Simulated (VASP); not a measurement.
# Be16H (a cell with a defect) in VASP: single point with PBE

Aim: the single point of Be16H (a cell with a defect) with PBE.

Program: VASP 6.6.1. These are calculated values, not measurements. Logs are shortened: lines on timing, memory, paths and dates and some standing lists are left out, and cuts for length are marked.

**1. The cell of the first run**

The cell holds a defect, 17 atoms: a = 4.580 Å, b = 3.966 Å, c = 7.177 Å, α = 90.00°, β = 90.00°, γ = 90.00°.

**2. Single point, PBE**

Input file INCAR:

```
SYSTEM = Be16H
PREC     = Accurate       ! precision mode
ENCUT    = 520            ! plane-wave cutoff, eV
EDIFF    = 1E-7           ! SCF threshold, eV
ISMEAR   = -1             ! smearing method
SIGMA    = 0.05           ! smearing width, eV
LREAL    = Auto         
LASPH    = .TRUE.         ! aspherical terms in the spheres
NELM     = 60             ! most SCF steps
ALGO     = Normal         ! electronic algorithm
ISIF     = 2              ! what is computed and relaxed
LWAVE    = .FALSE.        ! write WAVECAR
LCHARG   = .TRUE.         ! write CHGCAR
GGA      = PE             ! functional
LELF     = .TRUE.         ! ELF
LVHAR    = .TRUE.       
NBANDS   = 30             ! bands
```

Input file KPOINTS:

```
Automatic mesh
0
G
  4 4 3
  0 0 0
```

Input file POSCAR:

```
Be16H
1.0
   -2.2900000000     -3.9663960000      0.0000000000
    3.4350000000     -1.9831980000      0.0000000000
    0.0000000000      0.0000000000      7.1768600000
Be H
16 1
Direct
    0.7499551505      0.5038305225     -0.0027083757
    0.5092226953      0.3376459780      0.2462063632
    0.7498509937      0.5049946439      0.5013732503
    0.5017676621      0.3346487541      0.7497452041
    0.5017899639     -0.0010803579      0.0001896720
    0.2500254714      0.8254082437      0.2458620547
    0.5094115050     -0.0046700643      0.5037884661
    0.2499711796      0.8381845266      0.7529876046
    0.2499670907      0.4956677657     -0.0031191339
   -0.0091862553      0.3378039338      0.2461833850
    0.2500211820      0.5089665967      0.5039777153
   -0.0018701026      0.3346092656      0.7497485666
   -0.0018882206     -0.0010370995      0.0001827672
    0.7498611733      0.8284348891      0.2488160454
   -0.0093512488     -0.0048139638      0.5037974401
    0.7499616789      0.8295895371      0.7527431298
    0.2487553809      0.1701053287      0.3744819452
```

Potentials or basis: VASP PAW PBE potentials, release 64 (Be, H).

Launch:

```console
$ cat potpaw_PBE.64/Be/POTCAR potpaw_PBE.64/H/POTCAR > POTCAR
$ mpirun -np 1 vasp_std > vasp.out
```

OUTCAR:

```text
SYSTEM = Be16H
   PREC = Accurate
   ENCUT = 520
   EDIFF = 1E-7
   ISMEAR = -1
   LREAL = Auto
   LASPH = .TRUE.
   NELM = 60
   ISIF = 2
   GGA = PE

 ion  position               nearest neighbor table
   1  0.750  0.504  0.997-  16 2.18  10 2.20   2 2.20  12 2.21   4 2.21  14 2.22   5 2.27  13 2.27
                             9 2.29   9 2.29  13 2.30   5 2.30
   2  0.509  0.338  0.246-   1 2.20  10 2.21   5 2.22  14 2.24   9 2.24   3 2.24   6 2.27   7 2.29
                            11 2.30  14 2.30   6 2.35  10 2.37
   3  0.750  0.505  0.501-  16 2.22   4 2.22  12 2.22  14 2.22   7 2.24  15 2.24   2 2.24  10 2.24
                            11 2.29  11 2.29   7 2.30  15 2.30
   4  0.502  0.335  0.750-   9 2.21   1 2.21  11 2.22   3 2.22   7 2.22   5 2.24  16 2.27  12 2.27
                             8 2.28  16 2.30   8 2.31  12 2.31
   5  0.502  0.999  0.000-   8 2.21  16 2.21   6 2.22   2 2.22  14 2.22   4 2.24   1 2.27  13 2.27
                             9 2.28   1 2.30   9 2.31  13 2.31
   6  0.250  0.825  0.246-   9 2.21   5 2.22  13 2.22  11 2.24  10 2.27   2 2.27  14 2.29  14 2.29
                            15 2.30   7 2.30   2 2.35  10 2.35
   7  0.509  0.995  0.504-  16 2.20  15 2.20   4 2.22   3 2.24   8 2.24  14 2.24  11 2.27   2 2.29
                             6 2.30   3 2.30  11 2.36  15 2.38
   8  0.250  0.838  0.753-   5 2.21  13 2.21  11 2.21   9 2.22  15 2.24   7 2.24  12 2.28   4 2.28
                            16 2.29  16 2.29   4 2.31  12 2.31
   9  0.250  0.496  0.997-   4 2.21  12 2.21   6 2.21   8 2.22  10 2.24   2 2.24  13 2.28   5 2.28
                             1 2.29   1 2.29   5 2.31  13 2.31
  10  0.991  0.338  0.246-   1 2.20   2 2.21  13 2.22   9 2.24  14 2.24   3 2.24   6 2.27  15 2.29
                            11 2.30  14 2.30   6 2.35   2 2.37
  11  0.250  0.509  0.504-  17 1.63   8 2.21   4 2.22  12 2.22   6 2.24  15 2.27   7 2.27   3 2.29
                             3 2.29  10 2.30   2 2.30   7 2.36  15 2.36
  12  0.998  0.335  0.750-   9 2.21   1 2.21  11 2.22   3 2.22  15 2.22  13 2.24  16 2.27   4 2.27
                             8 2.28  16 2.30   8 2.31   4 2.31
  13  0.998  0.999  0.000-   8 2.21  16 2.21   6 2.22  10 2.22  14 2.22  12 2.24   1 2.27   5 2.27
                             9 2.28   1 2.30   9 2.31   5 2.31
  14  0.750  0.828  0.249-   1 2.22   3 2.22   5 2.22  13 2.22   7 2.24  15 2.24   2 2.24  10 2.24
                             6 2.29   6 2.29   2 2.30  10 2.30
  15  0.991  0.995  0.504-  16 2.20   7 2.20  12 2.22   8 2.24   3 2.24  14 2.24  11 2.27  10 2.29
                             6 2.30   3 2.30  11 2.36   7 2.38
  16  0.750  0.830  0.753-   1 2.18   7 2.20  15 2.20  13 2.21   5 2.21   3 2.22   4 2.27  12 2.27
                             8 2.29   8 2.29  12 2.30   4 2.30
  17  0.249  0.170  0.374-  11 1.63

  LATTYP: Found a simple orthorhombic cell.
 ALAT       =     3.9663962620
 B/A-ratio  =     1.1547004875
 C/A-ratio  =     1.8094157835

  Lattice vectors:

 A1 = (  -3.4350000000,   1.9831980000,   0.0000000000)
 A2 = (  -2.2900000000,  -3.9663960000,   0.0000000000)
 A3 = (   0.0000000000,   0.0000000000,   7.1768600000)

Analysis of symmetry for initial positions (statically):
=====================================================================
 Subroutine PRICEL returns:
 Original cell was already a primitive cell.

 Routine SETGRP: Setting up the symmetry group for a
 simple orthorhombic supercell.

 Subroutine GETGRP returns: Found  1 space group operations
 (whereof  1 operations were pure point group operations)
 out of a pool of  8 trial point group operations.

The static configuration has the point symmetry C_1 .

Analysis of symmetry for dynamics (positions and initial velocities):
=====================================================================
 Subroutine PRICEL returns:
 Original cell was already a primitive cell.

 Routine SETGRP: Setting up the symmetry group for a
 simple orthorhombic supercell.

 Subroutine GETGRP returns: Found  1 space group operations
 (whereof  1 operations were pure point group operations)
 out of a pool of  8 trial point group operations.

The dynamic configuration has the point symmetry C_1 .

 Subroutine INISYM returns: Found  1 space group operations
 (whereof  1 operations are pure point group operations),
 and found     1 'primitive' translations

----------------------------------------------------------------------------------------

                                     Primitive cell

  volume of cell :     130.3755

  direct lattice vectors                    reciprocal lattice vectors
    -2.290000000 -3.966396000  0.000000000    -0.109170306 -0.189088533  0.000000000
     3.435000000 -1.983198000  0.000000000     0.218340611 -0.126059022  0.000000000
     0.000000000  0.000000000  7.176860000     0.000000000  0.000000000  0.139336702

  length of vectors
     4.579999697  3.966396262  7.176860000     0.218340626  0.252118027  0.139336702
[... 54 lines left out ...]

  Length of vectors
     0.054585156  0.063029507  0.046445567

  Shift w.r.t. Gamma in fractional coordinates (k-lattice)
     0.000000000  0.000000000  0.000000000

 Subroutine IBZKPT returns following result:
 ===========================================

 Found     26 irreducible k-points:

 Following reciprocal coordinates:
            Coordinates               Weight
  0.000000  0.000000  0.000000      1.000000
  0.250000  0.000000  0.000000      2.000000
  0.500000  0.000000  0.000000      1.000000
  0.000000  0.250000  0.000000      2.000000
  0.250000  0.250000  0.000000      2.000000
 -0.250000  0.250000  0.000000      2.000000
[... 16 lines left out ...]
  0.000000  0.500000  0.333333      2.000000
  0.250000  0.500000  0.333333      2.000000
 [... further k-points ...]
   k-points           NKPTS =     26   k-points in BZ     NKDIM =     26   number of bands    NBANDS=     30
   number of dos      NEDOS =    301   number of ions     NIONS =     17
   total plane-waves  NPLWV =  58320
   dimension x,y,z NGX =    36 NGY =   30 NGZ =   54
   dimension x,y,z NGXF=    72 NGYF=   60 NGZF=  108
   ions per type =              16   1
   NGX,Y,Z   is equivalent  to a cutoff of  13.07, 12.57, 12.51 a.u.
   NGXF,Y,Z  is equivalent  to a cutoff of  26.13, 25.15, 25.02 a.u.
 SYSTEM =  Be16H
   PREC   = accura    normal or accurate (medium, high low for compatibility)
   ISTART =      0    job   : 0-new  1-cont  2-samecut
   ICHARG =      2    charge: 1-file 2-atom 10-const
   ISPIN  =      1    spin polarized calculation?
   LNONCOLLINEAR =      F non collinear calculations
   LSORBIT =      F    spin-orbit coupling
   LASPH  =      T    aspherical Exc in radial PAW
   ENCUT  =  520.0 eV  38.22 Ry    6.18 a.u.   8.52  7.37 13.34*2*pi/ulx,y,z
   NELM   =     60;   NELMIN=  2; NELMDL= -5     # of ELM steps
   EDIFF  = 0.1E-06   stopping-criterion for ELM
   LREAL  =      T    real-space projection
   EDIFFG = 0.1E-05   stopping-criterion for IOM
   NSW    =      0    number of steps for IOM
   IBRION =     -1    ionic relax: 0-MD 1-quasi-New 2-CG
   NFREE  =      0    steps in history (QN), initial steepest desc. (CG)
   ISIF   =      2    stress and relaxation
   ISYM   =      2    0-nonsym 1-usesym 2-fastsym
   POTIM  = 0.5000    time-step for ionic-motion
   TEBEG  =    0.0;   TEEND  =   0.0 temperature during run
   PSTRESS=    0.0 pullay stress
   NELECT =      33.0000    total number of electrons
   NUPDOWN=      -1.0000    fix difference up-down
   EMIN   =  10.00;   EMAX   =-10.00  energy-range for DOS
   EFERMI =   0.00;   METHOD = LEGACY
   ISMEAR =    -1;   SIGMA  =   0.05  broadening in eV -4-tet -1-fermi 0-gaus
   EFERMI_NEDOS =   21; number of points for ismear=-14 and -15
   IALGO  =     38    algorithm
   IMIX   =      4    mixing-type and parameters
     AMIX     =   0.40;   BMIX     =  1.00
     AMIX_MAG =   1.60;   BMIX_MAG =  1.00
  volume/ion in A,a.u.               =       7.67        51.75
  Fermi-wavevector in a.u.,A,eV,Ry     =   1.035573  1.956950 14.591049  1.072412
  Thomas-Fermi vector in A             =   2.169923
   LORBIT       =      0    0 simple, 1 ext, 2 COOP (PROOUT), +10 PAW based schemes
   GGA     = PE    functional components
   LHFCALC =     F    Hartree Fock is set to
   AEXX    =    0.0000 exact exchange contribution
   IVDW    =     0    specifies the selected vdW correction
   LEPSILON=     F    determine dielectric tensor
   LRPA    =     F    only Hartree local field effects (RPA)
 non-spin polarized calculation
  energy-cutoff  :      520.00
  volume of cell :      130.38
 maximum number of plane-waves:      3529
 NGX is ok and might be reduce to    36
   NGX = 17   NGY = 15   NGZ = 27

 number of electron      33.0000001 magnetization

 Free energy of the ion-electron system (eV)
  ---------------------------------------------------
  ext. energy  EPLUGINS =         0.00000000
  ---------------------------------------------------
  free energy    TOTEN  =       -61.72405206 eV

  energy without entropy =      -61.70638157  energy(sigma->0) =      -61.71521682

 E-fermi :   7.5321     XC(G=0): -10.5854

 val. band max:        7.4549871220   @ k =   0.2500   0.0000   0.0000
 cond. band min:       7.5951441522   @ k =   0.5000   0.0000   0.0000
 fundamental gap:      0.1401570302
 Fermi energy:         7.5320681081

 k-point     1 :       0.0000    0.0000    0.0000
  band No.  band energies     occupation
      1      -5.1867      2.00000
      2      -3.0136      2.00000
      3      -2.1744      2.00000
      4      -0.2064      2.00000
      5       0.9650      2.00000
      6       1.5596      2.00000
[... 733 lines left out ...]
     27      13.2220      0.00000
     28      13.4179      0.00000

 [... further k-points ...]

 [bands above 28 left out]

------------------------ aborting loop because EDIFF is reached ----------------------------------------

  FORCE on cell =-STRESS in cart. coord.  units (eV):
  Direction    XX          YY          ZZ          XY          YZ          ZX
  --------------------------------------------------------------------------------------
  -------------------------------------------------------------------------------------
  Total        0.5616143     -0.3141535     -0.5175041     -0.7570136     -0.2095785      0.3620857
  in kB        6.9016466     -3.8606143     -6.3595793     -9.3028977     -2.5754986      4.4496508
  external PRESSURE =      -1.1061824 kB  Pullay stress =       0.0000000 kB

 VOLUME and BASIS-vectors are now :
 -----------------------------------------------------------------------------
  energy-cutoff  :      520.00
  volume of cell :      130.38
      direct lattice vectors                 reciprocal lattice vectors
    -2.290000000 -3.966396000  0.000000000    -0.109170306 -0.189088533  0.000000000
     3.435000000 -1.983198000  0.000000000     0.218340611 -0.126059022  0.000000000
     0.000000000  0.000000000  7.176860000     0.000000000  0.000000000  0.139336702

 POSITION                                       TOTAL-FORCE (eV/Angst)
 -----------------------------------------------------------------------------------
      0.01326     -3.97381      7.15742        -0.001096      0.001024     -0.009419
     -0.00631     -2.68940      1.76699         0.002700      0.003507     -0.006746
      0.01750     -3.97571      3.59829        -0.013756      0.007967      0.001516
      0.00047     -2.65388      5.38082         0.001638      0.003850      0.009205
      2.28219     -3.97135      0.00136         0.002960      0.002926     -0.010550
      2.26272     -2.62865      1.76452         0.013704     -0.007785      0.010649
[... 9 lines left out ...]
      1.13223     -4.61989      5.40233         0.001081     -0.000129      0.008223
      0.01466     -1.32401      2.68760        -0.023521      0.003661      0.000438
 -----------------------------------------------------------------------------------
    total drift:                                0.000394     -0.000227      0.000350

  FREE ENERGIE OF THE ION-ELECTRON SYSTEM (eV)
  ---------------------------------------------------
  free  energy   TOTEN  =       -61.7240520642 eV

  energy  without entropy=      -61.7063815693  energy(sigma->0) =      -61.71521682
```

It took 100 s on 1 thread of AMD EPYC 9R45 (Zen 5), shared host; peak memory 0.23 GiB.

What came out:

```
Free energy   : -61.7241 eV
Pressure      : -0.1 GPa
Largest force : 0.024 eV/Å
```

Forces in eV/Å, atoms in the order of the input:
```
Be  -0.001  0.001 -0.009
Be   0.003  0.004 -0.007
Be  -0.014  0.008  0.002
Be   0.002  0.004  0.009
Be   0.003  0.003 -0.011
Be   0.014 -0.008  0.011
Be   0.011  0.006  0.004
Be   0.018 -0.010 -0.004
Be  -0.017  0.010  0.005
Be   0.002 -0.002 -0.009
Be  -0.006  0.004 -0.001
Be  -0.002 -0.004  0.009
Be  -0.002 -0.004 -0.010
Be   0.012 -0.006 -0.002
Be   0.000 -0.009  0.006
Be   0.001  0.000  0.008
H   -0.024  0.004  0.000
```

Levels at points of the mesh, in eV from the Fermi level:
```tsv
k point	band 13	band 14	band 15	band 16	band 17	band 18	band 19	band 20
(0.00, 0.00, 0.00)	-4.25	-3.82	-0.18	-0.13	0.20	0.28	0.65	0.90
(0.50, 0.00, 0.00)	-2.72	-2.68	-2.56	-2.42	-0.53	0.06	0.11	0.29
(0.00, 0.50, 0.00)	-3.83	-3.83	-2.95	-2.76	0.07	0.36	0.53	0.61
(0.50, 0.50, 0.00)	-1.74	-1.09	-1.07	-1.05	0.24	0.27	0.40	0.49
```

Caveat: the k points lie up to 0.40 Å⁻¹ apart.
